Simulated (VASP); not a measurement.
# Si (I4/mmm) in VASP: further runs, part 2 of 2

VASP 6.6.1. Earlier steps stand in the parts before.

### Step 4. Single point, PBEsol (strain +0.080 along x and y, -0.080 along z)

Contents of INCAR:

```
SYSTEM = Si
PREC = Accurate
ENCUT = 520
EDIFF = 1E-6
ISMEAR = 0
SIGMA = 0.15
LREAL = .FALSE.
LASPH = .TRUE.
NELM = 60
ALGO = Normal
ISIF = 2
LWAVE = .FALSE.
LCHARG = .FALSE.
GGA = PS
NBANDS = 8
```

Contents of KPOINTS:

```
Automatic mesh
0
G
  22 22 22
  0 0 0
```

Contents of POSCAR:

```
Si
1.0
    0.0000000000      2.0636969842      1.7579640976
    2.0636969842      0.0000000000      1.7579640976
    2.0636969842      2.0636969842      0.0000000000
Si
1
Direct
    0.0000000000      0.0000000000      0.0000000000
```

Potentials or basis: VASP PAW PBE potentials, release 64 (Si).

Launch:

```bash
> cat potpaw_PBE.64/Si/POTCAR > POTCAR
> mpirun -np 1 vasp_std > vasp.out
```

OUTCAR:

```text
SYSTEM = Si
   PREC = Accurate
   ENCUT = 520
   EDIFF = 1E-6
   ISMEAR = 0
   LREAL = .FALSE.
   LASPH = .TRUE.
   NELM = 60
   ISIF = 2
   GGA = PS

 ion  position               nearest neighbor table
   1  0.000  0.000  0.000-

  LATTYP: Found a body centered tetragonal cell.
 ALAT       =     2.9185082637
 C/A-ratio  =     1.2047004420

  Lattice vectors:

 A1 = (   0.0000000000,  -2.0636969842,  -1.7579640976)
 A2 = (   0.0000000000,   2.0636969842,  -1.7579640976)
 A3 = (   2.0636969842,   0.0000000000,   1.7579640976)

Analysis of symmetry for initial positions (statically):
=====================================================================
 Subroutine PRICEL returns:
 Original cell was already a primitive cell.

 Routine SETGRP: Setting up the symmetry group for a
 body centered tetragonal supercell.

 Subroutine GETGRP returns: Found 16 space group operations
 (whereof 16 operations were pure point group operations)
 out of a pool of 16 trial point group operations.

The static configuration has the point symmetry D_4h.

Analysis of symmetry for dynamics (positions and initial velocities):
=====================================================================
 Subroutine PRICEL returns:
 Original cell was already a primitive cell.

 Routine SETGRP: Setting up the symmetry group for a
 body centered tetragonal supercell.

 Subroutine GETGRP returns: Found 16 space group operations
 (whereof 16 operations were pure point group operations)
 out of a pool of 16 trial point group operations.

The dynamic configuration has the point symmetry D_4h.

 Subroutine INISYM returns: Found 16 space group operations
 (whereof 16 operations are pure point group operations),
 and found     1 'primitive' translations

----------------------------------------------------------------------------------------

                                     Primitive cell

  volume of cell :      14.9738

  direct lattice vectors                    reciprocal lattice vectors
     0.000000000  2.063696984  1.757964098    -0.242283632  0.242283632  0.284419915
     2.063696984  0.000000000  1.757964098     0.242283632 -0.242283632  0.284419915
     2.063696984  2.063696984  0.000000000     0.242283632  0.242283632 -0.284419915

  length of vectors
     2.710956106  2.710956106  2.918508264     0.445305967  0.445305967  0.445305967

  position of ions in fractional coordinates (direct lattice)
     0.000000000  0.000000000  0.000000000

  ion indices of the primitive-cell ions
   primitive index   ion index
                 1           1

----------------------------------------------------------------------------------------

 KPOINTS: Automatic mesh

Automatic generation of k-mesh.
 Grid dimensions read from file:
 generate k-points for:   22   22   22

 Generating k-lattice:

  Cartesian coordinates                     Fractional coordinates (reciprocal lattice)
    -0.011012892  0.011012892  0.012928178     0.045454545  0.000000000  0.000000000
     0.011012892 -0.011012892  0.012928178     0.000000000  0.045454545  0.000000000
     0.011012892  0.011012892 -0.012928178     0.000000000  0.000000000  0.045454545

  Length of vectors
     0.020241180  0.020241180  0.020241180

  Shift w.r.t. Gamma in fractional coordinates (k-lattice)
     0.000000000  0.000000000  0.000000000

 Subroutine IBZKPT returns following result:
 ===========================================

 Found    834 irreducible k-points:

 Following reciprocal coordinates:
            Coordinates               Weight
  0.000000  0.000000  0.000000      1.000000
  0.045455  0.000000  0.000000      8.000000
  0.090909  0.000000  0.000000      8.000000
  0.136364  0.000000  0.000000      8.000000
  0.181818  0.000000  0.000000      8.000000
  0.227273 -0.000000  0.000000      8.000000
[... 16 lines left out ...]
  0.500000  0.045455  0.000000      8.000000
 -0.454545  0.045455  0.000000      8.000000
 [... further k-points ...]
   k-points           NKPTS =    834   k-points in BZ     NKDIM =    834   number of bands    NBANDS=      8
   number of dos      NEDOS =    301   number of ions     NIONS =      1
   total plane-waves  NPLWV =   9600
   dimension x,y,z NGX =    20 NGY =   20 NGZ =   24
   dimension x,y,z NGXF=    40 NGYF=   40 NGZF=   48
   ions per type =               1
   NGX,Y,Z   is equivalent  to a cutoff of  12.26, 12.26, 13.67 a.u.
   NGXF,Y,Z  is equivalent  to a cutoff of  24.53, 24.53, 27.34 a.u.
 SYSTEM =  Si
   PREC   = accura    normal or accurate (medium, high low for compatibility)
   ISTART =      0    job   : 0-new  1-cont  2-samecut
   ICHARG =      2    charge: 1-file 2-atom 10-const
   ISPIN  =      1    spin polarized calculation?
   LNONCOLLINEAR =      F non collinear calculations
   LSORBIT =      F    spin-orbit coupling
   LASPH  =      T    aspherical Exc in radial PAW
   ENCUT  =  520.0 eV  38.22 Ry    6.18 a.u.   5.04  5.04  5.43*2*pi/ulx,y,z
   NELM   =     60;   NELMIN=  2; NELMDL= -5     # of ELM steps
   EDIFF  = 0.1E-05   stopping-criterion for ELM
   LREAL  =      F    real-space projection
[... 7 lines left out ...]
   TEBEG  =    0.0;   TEEND  =   0.0 temperature during run
   PSTRESS=    0.0 pullay stress
   NELECT =       4.0000    total number of electrons
   NUPDOWN=      -1.0000    fix difference up-down
   EMIN   =  10.00;   EMAX   =-10.00  energy-range for DOS
   EFERMI =   0.00;   METHOD = LEGACY
   ISMEAR =     0;   SIGMA  =   0.15  broadening in eV -4-tet -1-fermi 0-gaus
   EFERMI_NEDOS =   21; number of points for ismear=-14 and -15
   IALGO  =     38    algorithm
   IMIX   =      4    mixing-type and parameters
     AMIX     =   0.40;   BMIX     =  1.00
     AMIX_MAG =   1.60;   BMIX_MAG =  1.00
  volume/ion in A,a.u.               =      14.97       101.05
  Fermi-wavevector in a.u.,A,eV,Ry     =   1.054349  1.992430 15.124929  1.111651
  Thomas-Fermi vector in A             =   2.189505
   LORBIT       =      0    0 simple, 1 ext, 2 COOP (PROOUT), +10 PAW based schemes
   GGA     = PS    functional components
   LHFCALC =     F    Hartree Fock is set to
   AEXX    =    0.0000 exact exchange contribution
   IVDW    =     0    specifies the selected vdW correction
   LEPSILON=     F    determine dielectric tensor
   LRPA    =     F    only Hartree local field effects (RPA)
 non-spin polarized calculation
 Gauss-broadening in eV      SIGMA  =   0.15
  energy-cutoff  :      520.00
  volume of cell :       14.97
 maximum number of plane-waves:       426
   NGX = 11   NGY = 11   NGZ = 11

 number of electron       4.0000000 magnetization

 Free energy of the ion-electron system (eV)
  ---------------------------------------------------
  ext. energy  EPLUGINS =         0.00000000
  ---------------------------------------------------
  free energy    TOTEN  =        -5.34406821 eV

  energy without entropy =       -5.33983540  energy(sigma->0) =       -5.34195181

 E-fermi :   9.6603     XC(G=0): -11.1084

 val. band max:        9.6586787584   @ k =   0.4545   0.3636   0.0455
 cond. band min:       9.6628877119   @ k =  -0.1818   0.4091   0.2273
 fundamental gap:      0.0042089535
 Fermi energy:         9.6603486749

 k-point     1 :       0.0000    0.0000    0.0000
  band No.  band energies     occupation
      1      -4.4620      2.00000
      2      20.2408      0.00000
      3      20.5852      0.00000
      4      20.5852      0.00000
      5      21.2036      0.00000
      6      21.2036      0.00000
      7      23.0650      0.00000
      8      25.0936      0.00000

 k-point     2 :       0.0455    0.0000    0.0000
  band No.  band energies     occupation
      1      -4.4025      2.00000
      2      19.2808      0.00000
      3      20.0151      0.00000
      4      20.3070      0.00000
      5      21.7696      0.00000
      6      21.9177      0.00000
      7      23.0793      0.00000
      8      24.9451      0.00000
[... 221 lines left out ...]
 k-point    23 :       0.5000    0.0455    0.0000
  band No.  band energies     occupation
      1       2.2613      2.00000
      2       3.1106      2.00000
      3      15.8395      0.00000
      4      18.2162      0.00000
      5      19.2378      0.00000
      6      20.4152      0.00000
      7      24.2848      0.00000
      8      28.1932      0.00000

 k-point    24 :      -0.4545    0.0455    0.0000
  band No.  band energies     occupation
      1       1.6302      2.00000
      2       3.8081      2.00000
      3      16.0091      0.00000
      4      18.3017      0.00000
      5      19.1360      0.00000
      6      20.2722      0.00000
      7      23.8231      0.00000
      8      28.8330      0.00000

 [... further k-points ...]

------------------------ aborting loop because EDIFF is reached ----------------------------------------

  FORCE on cell =-STRESS in cart. coord.  units (eV):
  Direction    XX          YY          ZZ          XY          YZ          ZX
  --------------------------------------------------------------------------------------
  -------------------------------------------------------------------------------------
  Total       -0.3633307     -0.3633307     -0.5932468      0.0000000      0.0000000     -0.0000000
  in kB      -38.8759349    -38.8759349    -63.4766679      0.0000000      0.0000000     -0.0000000
  external PRESSURE =     -47.0761792 kB  Pullay stress =       0.0000000 kB

 VOLUME and BASIS-vectors are now :
 -----------------------------------------------------------------------------
  energy-cutoff  :      520.00
  volume of cell :       14.97
      direct lattice vectors                 reciprocal lattice vectors
     0.000000000  2.063696984  1.757964098    -0.242283632  0.242283632  0.284419915
     2.063696984  0.000000000  1.757964098     0.242283632 -0.242283632  0.284419915
     2.063696984  2.063696984  0.000000000     0.242283632  0.242283632 -0.284419915

 POSITION                                       TOTAL-FORCE (eV/Angst)
 -----------------------------------------------------------------------------------
      0.00000      0.00000      0.00000         0.000000      0.000000      0.000000
 -----------------------------------------------------------------------------------
    total drift:                                0.000000      0.000000     -0.000000

  FREE ENERGIE OF THE ION-ELECTRON SYSTEM (eV)
  ---------------------------------------------------
  free  energy   TOTEN  =        -5.3440682092 eV

  energy  without entropy=       -5.3398354037  energy(sigma->0) =       -5.34195181
```

OSZICAR:

```text
N       E                     dE             d eps       ncg     rms          rms(c)
DAV:   1    -0.288412652498E+01   -0.28841E+01   -0.17770E+03 14280   0.379E+02
DAV:   2    -0.535273741518E+01   -0.24686E+01   -0.23245E+01 20112   0.297E+01
DAV:   3    -0.536695787765E+01   -0.14220E-01   -0.14196E-01 15056   0.238E+00
DAV:   4    -0.536697286858E+01   -0.14991E-04   -0.14991E-04 22296   0.827E-02
DAV:   5    -0.536697287434E+01   -0.57614E-08   -0.49949E-08 15304   0.772E-04    0.259E+00
DAV:   6    -0.535217097151E+01    0.14802E-01   -0.50474E-03 15072   0.297E-01    0.142E+00
DAV:   7    -0.534410203929E+01    0.80689E-02   -0.95429E-03 15480   0.408E-01    0.124E-01
DAV:   8    -0.534406794775E+01    0.34092E-04   -0.29643E-05 20312   0.433E-02    0.162E-02
DAV:   9    -0.534406820916E+01   -0.26140E-06   -0.23245E-07 16936   0.291E-03
   1 F= -.53440682E+01 E0= -.53419518E+01  d E =-.423281E-02
```

It took 33 s on 1 thread of Intel Xeon Platinum 8375C at 2.90GHz (Ice Lake), shared host; peak memory 0.19 GiB.

What came out:

* Free energy: -5.3441 eV
* Pressure: -4.7 GPa
* Band gap on the k mesh: zero (bands 2 and 3 overlap by 14.12 eV)

Levels at points of the mesh, in eV from the Fermi level:
```
           k point  band 1  band 2  band 3  band 4  band 5  band 6
(0.00, 0.00, 0.00)  -14.12   10.58   10.92   10.92   11.54   11.54
(0.50, 0.00, 0.00)   -7.39   -6.68    6.60    8.98    9.05   10.65
(0.50, 0.50, 0.00)   -3.44   -1.90    1.25    1.25    3.37    4.28
(0.50, 0.00, 0.50)   -5.85   -5.67    3.67    5.05    5.41    7.86
```

Caveat: the cell differs from its parent crystal (strain +0.080 along x and y, -0.080 along z); the cell stands under tension; the PAW data sets were made with another functional, which shifts forces and pressure a little.

### Step 5. Single point, PBEsol (strain +0.080 along x and y, -0.040 along z)

Contents of INCAR:

```
SYSTEM = Si
  ALGO = Normal
  EDIFF = 1E-6
  ENCUT = 520
  GGA = PS
  ISIF = 2
  ISMEAR = 0
  LASPH = .True.
  LCHARG = .False.
  LREAL = .False.
  LWAVE = .False.
  NBANDS = 8
  NELM = 100
  PREC = Accurate
  SIGMA = 0.15
```

Contents of KPOINTS:

```
k-points
0
Gamma
  22 22 22
  0 0 0
```

Contents of POSCAR:

```
Si
1.0
    0.0000000000      2.0636969842      1.8343973193
    2.0636969842      0.0000000000      1.8343973193
    2.0636969842      2.0636969842      0.0000000000
Si
1
Direct
    0.0000000000      0.0000000000      0.0000000000
```

Launch:

```bash
> cat potpaw_PBE.64/Si/POTCAR > POTCAR
> mpirun -np 1 vasp_std > vasp.out
```

Wall time 31 s (1 thread of Intel Xeon Platinum 8375C at 2.90GHz (Ice Lake), shared host); peak memory 0.2 GiB.

Results (log left out):

- Free energy: -5.3126 eV
- Pressure: -7.6 GPa
- Band gap on the k mesh: zero (bands 2 and 3 overlap by 13.37 eV)

Stress tensor (GPa, compression positive):
```
-6.68  0.00  0.00
 0.00 -6.68  0.00
 0.00  0.00 -9.30
```

Levels at points of the mesh, in eV from the Fermi level:
```csv
k point,band 1,band 2,band 3,band 4,band 5,band 6,band 7
"(0.00, 0.00, 0.00)",-13.75,10.11,10.35,10.35,11.37,11.37,12.73
"(0.50, 0.00, 0.00)",-7.34,-6.45,6.68,8.64,9.37,10.64,14.02
"(0.50, 0.50, 0.00)",-3.82,-2.69,1.64,1.64,3.73,4.71,23.21
"(0.50, 0.00, 0.50)",-5.47,-5.34,3.30,4.32,5.13,7.25,23.04
```

Caveat: the cell differs from its parent crystal (strain +0.080 along x and y, -0.040 along z); the cell stands under tension; the PAW data sets were made with another functional, which shifts forces and pressure a little.

### Step 6. Single point, PBEsol (strain +0.080 along x and y, +0.000 along z)

Contents of INCAR:

```
ALGO = Normal ; EDIFF = 1E-6
ENCUT = 520 ; GGA = PS
ISIF = 2 ; ISMEAR = 0
LASPH = T ; LCHARG = T
LELF = T ; LREAL = F
LVHAR = T ; LWAVE = F
NBANDS = 8 ; NELM = 60
PREC = Accurate ; SIGMA = 0.15
```

Contents of KPOINTS:

```
k-points
0
Gamma
  22 22 22
```

Contents of POSCAR:

```
Si
1.0
    0.0000000000      2.0636969842      1.9108305409
    2.0636969842      0.0000000000      1.9108305409
    2.0636969842      2.0636969842      0.0000000000
Si
1
Direct
    0.0000000000      0.0000000000      0.0000000000
```

Potentials or basis: VASP PAW PBE potentials, release 64 (Si).

Launch:

```bash
> cat potpaw_PBE.64/Si/POTCAR > POTCAR
> mpirun -np 1 vasp_std > vasp.out
```

It took 34 s on 1 thread of Intel Xeon Platinum 8375C at 2.90GHz (Ice Lake), shared host; peak memory 0.2 GiB.

Results (log left out):

```
Free energy            : -5.2720 eV
Pressure               : -9.7 GPa
Band gap on the k mesh : zero (bands 2 and 3 overlap by 12.75 eV)
```

Stress tensor (GPa, compression positive):
```
 -9.23   0.00   0.00
  0.00  -9.23   0.00
  0.00   0.00 -10.59
```

Levels at points of the mesh, in eV from the Fermi level:
```csv
k point,band 1,band 2,band 3,band 4,band 5,band 6
"(0.00, 0.00, 0.00)",-13.40,9.71,9.84,9.84,11.27,11.27
"(0.50, 0.00, 0.00)",-7.26,-6.21,6.77,8.16,9.70,10.64
"(0.50, 0.50, 0.00)",-4.10,-3.37,2.01,2.01,4.08,5.11
"(0.50, 0.00, 0.50)",-5.10,-5.04,3.03,3.70,4.93,6.72
```

Caveat: the cell differs from its parent crystal (strain +0.080 along x and y, +0.000 along z); the cell stands under tension; the PAW data sets were made with another functional, which shifts forces and pressure a little.

### Step 7. Summary

```csv
cell,gap on the mesh (eV),pressure (GPa)
"a = 2.761, b = 2.761, c = 2.594 Å, angles 62.0, 62.0, 56.0°, 1 atom",none,1.9
"a = 2.653, b = 2.653, c = 2.810 Å, angles 58.0, 58.0, 64.0°, 1 atom",none,1.7
"a = 2.711, b = 2.711, c = 2.919 Å, angles 57.4, 57.4, 65.1°, 1 atom",none,-4.7
"a = 2.761, b = 2.761, c = 2.919 Å, angles 58.1, 58.1, 63.8°, 1 atom",none,-7.6
"a = 2.812, b = 2.812, c = 2.919 Å, angles 58.7, 58.7, 62.5°, 1 atom",none,-9.7
```

Alike in all rows: task single point; level PBEsol; potentials or basis VASP PAW PBE potentials, release 64 (Si); no spin polarisation; k mesh 22 × 22 × 22; cutoff (eV) 520; smearing gaussian 0.15 eV.

Caveats: the PAW data sets were made with another functional, which shifts forces and pressure a little; the cell stands under tension (at least some runs).

Total energies depend on the potentials used, so only differences within one code and one set of settings carry meaning.
